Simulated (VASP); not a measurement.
C:

```
C
1.0
     0.00000    1.78574    1.78574
     1.78574    0.00000    1.78574
     1.78574    1.78574    0.00000
C
2
Cartesian
  0.0000 0.0000 0.0000
  0.8929 0.8929 0.8929
```

* Program: VASP 6.6.1
* Task: relaxation of cell and atoms
* Functional: LDA
* Potentials or basis: VASP PAW LDA potentials, release 64 (C)
* Cutoff: 600 eV
* k mesh: 12 × 12 × 12
* Occupations: gaussian, width 0.02 eV
* Spin: no spin polarisation

At the start: pressure -14.0 GPa; volume 5.69 Å³/atom.

Question: Where does the relaxation end?

Answer: Over 3 steps the energy falls by 8.0 meV/atom and the volume is 5.52 Å³/atom (-3.1 %); space group Fd-3m (No. 227, to 0.05 Å).

Step by step:
```tsv
step	energy change (eV)	largest force (eV/Å)	pressure (GPa)	volume (Å³)
1	0.0000	0.0000	-14.04	11.39
2	0.0116	0.0000	20.64	10.59
3	-0.0161	0.0000	-0.14	11.03
```

Final structure:
```yaml
crystal:
  lattice:
    - [0.00000, 1.76699, 1.76699]
    - [1.76699, 0.00000, 1.76699]
    - [1.76699, 1.76699, 0.00000]
  atoms:
    - { symbol: C, position: [0.00000, 0.00000, 0.00000] }
    - { symbol: C, position: [0.25000, 0.25000, 0.25000] }
```
